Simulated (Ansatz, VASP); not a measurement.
Ga3O4 in VASP and in Ansatz

```
CELL_PARAMETERS angstrom
0.00000 4.30000 4.30000
4.30000 0.00000 4.30000
4.30000 4.30000 0.00000
ATOMIC_POSITIONS crystal
Ga 0.75000 0.75000 0.75000
Ga 0.50000 0.50000 0.50000
Ga 0.12500 0.62500 0.12500
Ga 0.12500 0.12500 0.62500
Ga 0.12500 0.12500 0.12500
Ga 0.62500 0.12500 0.12500
O 0.88750 0.88750 0.88750
O 0.36250 0.36250 0.36250
O 0.36250 0.91250 0.36250
O 0.91250 0.36250 0.36250
O 0.88750 0.33750 0.88750
O 0.33750 0.88750 0.88750
O 0.88750 0.88750 0.33750
O 0.36250 0.36250 0.91250
```

Alike in both runs: functional PBE; k mesh 3 × 3 × 3; occupations gaussian, width 0.2 eV; no spin polarisation.

Ansatz relaxed the structure, and its values are those at the end. VASP's run is a single point on that final structure, the one shown.

```csv
,VASP,Ansatz
version,VASP 6.6.1,Ansatz 0.2.0
potentials or method,"VASP PAW PBE potentials, release 64 (Ga_d, O), cutoff 520 eV","scalar-relativistic, plane waves, PAW"
valence electrons in the cell,126,126
```

```csv
,VASP,Ansatz,Ansatz less VASP
gap on the k mesh at the Fermi level (eV),none,none,-
pressure (GPa),1.5,0.7,-0.80
rms of the force components (eV/Å),0.011,0.023,+0.0121
```

A gap of «none» marks a metal or a gap that the smearing closes.

The k mesh is coarse, so the values compare programs but aren't converged.
